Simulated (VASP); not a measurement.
# PbS (P-6m2) in VASP: notebook

The runs below take PbS through single point, relaxation of cell and atoms, with LDA.

All numbers are computed with VASP 6.6.1; they aren't measurements. Logs are shortened: lines on timing, memory, paths and dates and some standing lists are left out, and cuts for length are marked.

### Step 1. The cell of the first run

Symmetry: P-6m2, No. 187, hexagonal system. The conventional cell has a = 3.941 Å, b = 3.941 Å, c = 3.724 Å, α = 90.00°, β = 90.00°, γ = 120.00°. Within 4.0 Å of Pb (site symmetry -6m2) lie 6 S at 2.94 Å and 8 Pb at 3.72 to 3.94 Å. Within 4.0 Å of S (site symmetry -6m2) lie 6 Pb at 2.94 Å and 8 S at 3.72 to 3.94 Å.

### Step 2. Single point, LDA

Contents of INCAR:

```
PREC = Accurate ; ENCUT = 520
EDIFF = 1E-6 ; ISMEAR = -1
SIGMA = 0.05 ; LREAL = False
LASPH = True ; NELM = 80
ALGO = Normal ; ISIF = 2
LWAVE = False ; LCHARG = False
NBANDS = 17
```

Contents of KPOINTS:

```
Automatic mesh
0
Gamma
  6 6 6
```

Contents of POSCAR:

```
PbS
1.0
    3.9412253306      0.0000000000      0.0000000000
   -1.9706126653      3.4132012583      0.0000000000
    0.0000000000      0.0000000000      3.7238882790
Pb S
1 1
Direct
    0.0000000000      0.0000000000      0.0000000000
    0.6666666667      0.3333333333      0.5000000000
```

Potentials or basis: VASP PAW LDA potentials, release 64 (Pb_d, S).

On the command line:

```sh
$ cat potpaw_LDA.64/Pb_d/POTCAR potpaw_LDA.64/S/POTCAR > POTCAR
$ mpirun -np 1 vasp_std > vasp.out
```

OUTCAR:

```text
PREC = Accurate
   ENCUT = 520
   EDIFF = 1E-6
   ISMEAR = -1
   LREAL = False
   LASPH = True
   NELM = 80
   ISIF = 2

 ion  position               nearest neighbor table
   1  0.000  0.000  0.000-   2 2.94   2 2.94   2 2.94   2 2.94   2 2.94   2 2.94
   2  0.667  0.333  0.500-   1 2.94   1 2.94   1 2.94   1 2.94   1 2.94   1 2.94

  LATTYP: Found a hexagonal cell.
 ALAT       =     3.9412253306
 C/A-ratio  =     0.9448554616

  Lattice vectors:

 A1 = (   3.9412253306,   0.0000000000,   0.0000000000)
 A2 = (  -1.9706126653,   3.4132012583,   0.0000000000)
 A3 = (   0.0000000000,   0.0000000000,   3.7238882790)

Analysis of symmetry for initial positions (statically):
=====================================================================
 Subroutine PRICEL returns:
 Original cell was already a primitive cell.

 Routine SETGRP: Setting up the symmetry group for a
 hexagonal supercell.

 Subroutine GETGRP returns: Found 12 space group operations
 (whereof 12 operations were pure point group operations)
 out of a pool of 24 trial point group operations.

The static configuration has the point symmetry D_3h.

Analysis of symmetry for dynamics (positions and initial velocities):
=====================================================================
 Subroutine PRICEL returns:
 Original cell was already a primitive cell.

 Routine SETGRP: Setting up the symmetry group for a
 hexagonal supercell.

 Subroutine GETGRP returns: Found 12 space group operations
 (whereof 12 operations were pure point group operations)
 out of a pool of 24 trial point group operations.

The dynamic configuration has the point symmetry D_3h.

 Subroutine INISYM returns: Found 12 space group operations
 (whereof 12 operations are pure point group operations),
 and found     1 'primitive' translations

----------------------------------------------------------------------------------------

                                     Primitive cell

  volume of cell :      50.0945

  direct lattice vectors                    reciprocal lattice vectors
     3.941225331  0.000000000  0.000000000     0.253728198  0.146490043  0.000000000
    -1.970612665  3.413201258  0.000000000     0.000000000  0.292980087  0.000000000
     0.000000000  0.000000000  3.723888279     0.000000000  0.000000000  0.268536520

  length of vectors
     3.941225331  3.941225331  3.723888279     0.292980087  0.292980087  0.268536520

  position of ions in fractional coordinates (direct lattice)
     0.000000000  0.000000000  0.000000000
     0.666666667  0.333333333  0.500000000

  ion indices of the primitive-cell ions
   primitive index   ion index
                 1           1
                 2           2

----------------------------------------------------------------------------------------

 KPOINTS: Automatic mesh

Automatic generation of k-mesh.
 Grid dimensions read from file:
 generate k-points for:    6    6    6

 Generating k-lattice:

  Cartesian coordinates                     Fractional coordinates (reciprocal lattice)
     0.042288033  0.024415007  0.000000000     0.166666667  0.000000000  0.000000000
     0.000000000  0.048830014  0.000000000     0.000000000  0.166666667  0.000000000
     0.000000000  0.000000000  0.044756087     0.000000000  0.000000000  0.166666667

  Length of vectors
     0.048830014  0.048830014  0.044756087

  Shift w.r.t. Gamma in fractional coordinates (k-lattice)
     0.000000000  0.000000000  0.000000000

 Subroutine IBZKPT returns following result:
 ===========================================

 Found     28 irreducible k-points:

 Following reciprocal coordinates:
            Coordinates               Weight
  0.000000  0.000000  0.000000      1.000000
  0.166667  0.000000  0.000000      6.000000
  0.333333  0.000000  0.000000      6.000000
  0.500000  0.000000  0.000000      3.000000
  0.166667  0.166667  0.000000      6.000000
  0.333333  0.166667  0.000000     12.000000
[... 16 lines left out ...]
  0.166667  0.000000  0.500000      6.000000
  0.333333  0.000000  0.500000      6.000000
 [... further k-points ...]
   k-points           NKPTS =     28   k-points in BZ     NKDIM =     28   number of bands    NBANDS=     17
   number of dos      NEDOS =    301   number of ions     NIONS =      2
   total plane-waves  NPLWV =  25200
   dimension x,y,z NGX =    30 NGY =   30 NGZ =   28
   dimension x,y,z NGXF=    60 NGYF=   60 NGZF=   56
   ions per type =               1   1
   NGX,Y,Z   is equivalent  to a cutoff of  12.65, 12.65, 12.50 a.u.
   NGXF,Y,Z  is equivalent  to a cutoff of  25.31, 25.31, 25.00 a.u.
 SYSTEM =  unknown system
   PREC   = accura    normal or accurate (medium, high low for compatibility)
   ISTART =      0    job   : 0-new  1-cont  2-samecut
   ICHARG =      2    charge: 1-file 2-atom 10-const
   ISPIN  =      1    spin polarized calculation?
   LNONCOLLINEAR =      F non collinear calculations
   LSORBIT =      F    spin-orbit coupling
   LASPH  =      T    aspherical Exc in radial PAW
   ENCUT  =  520.0 eV  38.22 Ry    6.18 a.u.   7.33  7.33  6.92*2*pi/ulx,y,z
   NELM   =     80;   NELMIN=  2; NELMDL= -5     # of ELM steps
   EDIFF  = 0.1E-05   stopping-criterion for ELM
   LREAL  =      F    real-space projection
   EDIFFG = 0.1E-04   stopping-criterion for IOM
   NSW    =      0    number of steps for IOM
   IBRION =     -1    ionic relax: 0-MD 1-quasi-New 2-CG
   NFREE  =      0    steps in history (QN), initial steepest desc. (CG)
   ISIF   =      2    stress and relaxation
   ISYM   =      2    0-nonsym 1-usesym 2-fastsym
   POTIM  = 0.5000    time-step for ionic-motion
   TEBEG  =    0.0;   TEEND  =   0.0 temperature during run
   PSTRESS=    0.0 pullay stress
   NELECT =      20.0000    total number of electrons
   NUPDOWN=      -1.0000    fix difference up-down
   EMIN   =  10.00;   EMAX   =-10.00  energy-range for DOS
   EFERMI =   0.00;   METHOD = LEGACY
   ISMEAR =    -1;   SIGMA  =   0.05  broadening in eV -4-tet -1-fermi 0-gaus
   EFERMI_NEDOS =   21; number of points for ismear=-14 and -15
   IALGO  =     38    algorithm
   IMIX   =      4    mixing-type and parameters
     AMIX     =   0.40;   BMIX     =  1.00
     AMIX_MAG =   1.60;   BMIX_MAG =  1.00
  volume/ion in A,a.u.               =      25.05       169.03
  Fermi-wavevector in a.u.,A,eV,Ry     =   1.205466  2.278000 19.771276  1.453148
  Thomas-Fermi vector in A             =   2.341161
   LORBIT       =      0    0 simple, 1 ext, 2 COOP (PROOUT), +10 PAW based schemes
   GGA     = CA    functional components
   LHFCALC =     F    Hartree Fock is set to
   AEXX    =    0.0000 exact exchange contribution
   IVDW    =     0    specifies the selected vdW correction
   LEPSILON=     F    determine dielectric tensor
   LRPA    =     F    only Hartree local field effects (RPA)
 non-spin polarized calculation
  energy-cutoff  :      520.00
  volume of cell :       50.09
 maximum number of plane-waves:      1362
 NGX is ok and might be reduce to    30
   NGX = 15   NGY = 15   NGZ = 13

 number of electron      20.0000005 magnetization

 Free energy of the ion-electron system (eV)
  ---------------------------------------------------
  ext. energy  EPLUGINS =         0.00000000
  ---------------------------------------------------
  free energy    TOTEN  =        -9.75616776 eV

  energy without entropy =       -9.75450033  energy(sigma->0) =       -9.75533404

 E-fermi :   6.1027     XC(G=0): -10.2135

 val. band max:        5.5450755032   @ k =   0.1667   0.1667   0.1667
 cond. band min:       6.2256197130   @ k =   0.3333   0.1667   0.5000
 fundamental gap:      0.6805442098
 Fermi energy:         6.1026751164

 k-point     1 :       0.0000    0.0000    0.0000
  band No.  band energies     occupation
      1     -10.8902      2.00000
      2     -10.8553      2.00000
      3     -10.8553      2.00000
      4     -10.7354      2.00000
      5     -10.7354      2.00000
      6      -7.7857      2.00000
[... 9 lines left out ...]
     16      17.3761      0.00000
     17      17.3762      0.00000

 k-point     2 :       0.1667    0.0000    0.0000
  band No.  band energies     occupation
      1     -10.8824      2.00000
      2     -10.8632      2.00000
      3     -10.8315      2.00000
      4     -10.7486      2.00000
      5     -10.7382      2.00000
      6      -7.5281      2.00000
[... 9 lines left out ...]
     16      16.2895      0.00000
     17      16.8675      0.00000

 k-point     3 :       0.3333    0.0000    0.0000
  band No.  band energies     occupation
      1     -10.9012      2.00000
      2     -10.8452      2.00000
      3     -10.7833      2.00000
      4     -10.7746      2.00000
      5     -10.7437      2.00000
      6      -6.8717      2.00000
[... 9 lines left out ...]
     16      16.8565      0.00000
     17      17.1250      0.00000

 k-point     4 :       0.5000    0.0000    0.0000
  band No.  band energies     occupation
      1     -10.9144      2.00000
      2     -10.8326      2.00000
      3     -10.7875      2.00000
      4     -10.7589      2.00000
      5     -10.7465      2.00000
      6      -6.4050      2.00000
[... 9 lines left out ...]
     16      17.2274      0.00000
     17      17.6041      0.00000

 k-point     5 :       0.1667    0.1667    0.0000
  band No.  band energies     occupation
      1     -10.8763      2.00000
      2     -10.8651      2.00000
      3     -10.8003      2.00000
      4     -10.7658      2.00000
      5     -10.7446      2.00000
      6      -7.0638      2.00000
[... 9 lines left out ...]
     16      16.3577      0.00000
     17      16.6951      0.00000

 k-point     6 :       0.3333    0.1667    0.0000
  band No.  band energies     occupation
      1     -10.8880      2.00000
      2     -10.8396      2.00000
      3     -10.7814      2.00000
      4     -10.7790      2.00000
      5     -10.7527      2.00000
      6      -6.4296      2.00000
[... 9 lines left out ...]
     16      15.4677      0.00000
     17      17.6409      0.00000

 k-point     7 :       0.3333    0.3333    0.0000
  band No.  band energies     occupation
      1     -10.8563      2.00000
      2     -10.8386      2.00000
      3     -10.8003      2.00000
      4     -10.7779      2.00000
      5     -10.7640      2.00000
      6      -6.1680      2.00000
[... 9 lines left out ...]
     16      14.7169      0.00000
     17      14.9644      0.00000

 k-point     8 :       0.0000    0.0000    0.1667
  band No.  band energies     occupation
      1     -10.8531      2.00000
      2     -10.8525      2.00000
      3     -10.8525      2.00000
      4     -10.7501      2.00000
      5     -10.7501      2.00000
      6      -7.5544      2.00000
[... 9 lines left out ...]
     16      15.3697      0.00000
     17      15.3697      0.00000
[... 203 lines left out ...]
      1     -10.8700      2.00000
      2     -10.8398      2.00000
      3     -10.8042      2.00000
      4     -10.7933      2.00000
      5     -10.7378      2.00000
      6      -6.3161      2.00000
[... 9 lines left out ...]
     16      15.6733      0.00000
     17      17.1543      0.00000

 k-point    20 :       0.3333    0.1667    0.3333
  band No.  band energies     occupation
      1     -10.9011      2.00000
      2     -10.8479      2.00000
      3     -10.8072      2.00000
      4     -10.7757      2.00000
      5     -10.7176      2.00000
      6      -5.8462      2.00000
[... 9 lines left out ...]
     16      17.2365      0.00000
     17      18.9550      0.00000

 k-point    21 :       0.3333    0.3333    0.3333
  band No.  band energies     occupation
      1     -10.9005      2.00000
      2     -10.8227      2.00000
      3     -10.8149      2.00000
      4     -10.7953      2.00000
      5     -10.7178      2.00000
      6      -5.6747      2.00000
[... 9 lines left out ...]
     16      17.7713      0.00000
     17      18.6492      0.00000

 k-point    22 :       0.0000    0.0000    0.5000
  band No.  band energies     occupation
      1     -10.8434      2.00000
      2     -10.8434      2.00000
      3     -10.7942      2.00000
      4     -10.7942      2.00000
      5     -10.7444      2.00000
      6      -6.4657      2.00000
[... 9 lines left out ...]
     16      14.8962      0.00000
     17      14.8962      0.00000

 k-point    23 :       0.1667    0.0000    0.5000
  band No.  band energies     occupation
      1     -10.8492      2.00000
      2     -10.8323      2.00000
      3     -10.8210      2.00000
      4     -10.7990      2.00000
      5     -10.7281      2.00000
      6      -6.2690      2.00000
[... 9 lines left out ...]
     16      14.8725      0.00000
     17      16.1684      0.00000

 k-point    24 :       0.3333    0.0000    0.5000
  band No.  band energies     occupation
      1     -10.9029      2.00000
      2     -10.8641      2.00000
      3     -10.8086      2.00000
      4     -10.7759      2.00000
      5     -10.6928      2.00000
      6      -5.8404      2.00000
[... 9 lines left out ...]
     16      16.7399      0.00000
     17      18.7713      0.00000

 [... further k-points ...]

------------------------ aborting loop because EDIFF is reached ----------------------------------------

  FORCE on cell =-STRESS in cart. coord.  units (eV):
  Direction    XX          YY          ZZ          XY          YZ          ZX
  --------------------------------------------------------------------------------------
  -------------------------------------------------------------------------------------
  Total       -0.0034899     -0.0034899      0.0192807      0.0000000      0.0000000      0.0000000
  in kB       -0.1116181     -0.1116181      0.6166585      0.0000000      0.0000000      0.0000000
  external PRESSURE =       0.1311408 kB  Pullay stress =       0.0000000 kB

 VOLUME and BASIS-vectors are now :
 -----------------------------------------------------------------------------
  energy-cutoff  :      520.00
  volume of cell :       50.09
      direct lattice vectors                 reciprocal lattice vectors
     3.941225331  0.000000000  0.000000000     0.253728198  0.146490043  0.000000000
    -1.970612665  3.413201258  0.000000000     0.000000000  0.292980087  0.000000000
     0.000000000  0.000000000  3.723888279     0.000000000  0.000000000  0.268536520

 POSITION                                       TOTAL-FORCE (eV/Angst)
 -----------------------------------------------------------------------------------
      0.00000      0.00000      0.00000        -0.000000      0.000000      0.000000
      1.97061      1.13773      1.86194         0.000000      0.000000      0.000000
 -----------------------------------------------------------------------------------
    total drift:                               -0.000000      0.000000      0.000000

  FREE ENERGIE OF THE ION-ELECTRON SYSTEM (eV)
  ---------------------------------------------------
  free  energy   TOTEN  =        -9.7561677640 eV

  energy  without entropy=       -9.7545003251  energy(sigma->0) =       -9.75533404
```

Run time: 15 s. Hardware: 1 thread of Intel Xeon Platinum 8488C (Sapphire Rapids), shared host; peak memory 0.15 GiB.

Results:

```
Free energy            : -9.7562 eV
Pressure               : 0.0 GPa
Band gap on the k mesh : zero (bands 10 and 11 overlap by 1.13 eV)
```

Caveat: spin-orbit coupling is left out, which moves the levels of the heavy elements.

(Continued in part 2 of 2.)
